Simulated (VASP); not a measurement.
Wanted: the native input for a VASP 6.6.1 run.

| Item | Value |
| --- | --- |
| Task | single point |
| Functional | PBE |
| Potentials or basis | VASP PAW PBE potentials, release 64 (Cd, S) |
| Cutoff | 520 eV |
| k mesh | 7 × 7 × 2 |
| Occupations | gaussian, width 0.05 eV |
| Spin | no spin polarisation |
| Dipole correction | no |
| Further INCAR settings | ALGO = Normal; EDIFF = 1e-06; NBANDS = 46 |

The structure of CdS lies in POSCAR:

```
CdS
1.0
   -2.0985806452     -3.6348483013      0.0000000000
    2.0985806452     -3.6348483013      0.0000000000
    0.1748817204     -0.3029040251     13.6554617430
Cd S
4 4
Direct
    0.6666666667      0.5911809788      0.9058282541
    0.6666666667      0.6328476455      0.4058282541
    0.3333333333      0.3203476455      0.1558282541
    0.3333333333      0.2786809788      0.6558282541
    0.6666666667      0.6588190212      0.0941717459
    0.6666666667      0.6171523545      0.5941717459
    0.3333333333      0.3046523545      0.3441717459
    0.3333333333      0.2629856878      0.8441717459
```

One way to write it, as run:

INCAR

```
PREC = Accurate
ENCUT = 520
EDIFF = 1E-6
ISMEAR = 0
SIGMA = 0.05
LREAL = False
LASPH = True
NELM = 60
ALGO = Normal
ISIF = 2
LWAVE = False
LCHARG = True
GGA = PE
LELF = True
LVHAR = True
NBANDS = 46
```

KPOINTS

```
Automatic mesh
0
Gamma
  7 7 2
```

Potentials or basis: VASP PAW PBE potentials, release 64 (Cd, S).

Launch:

```bash
$ cat potpaw_PBE.64/Cd/POTCAR potpaw_PBE.64/S/POTCAR > POTCAR
$ mpirun -np 1 vasp_std > vasp.out
```

It gave:

The pressure is 0.2 GPa. The largest force is 0.160 eV/Å and the band gap on the k mesh is 1.08 eV, direct.

It took 8.1 min on 1 thread of Intel Xeon 6975P-C (shared host), peak memory 0.55 GiB.
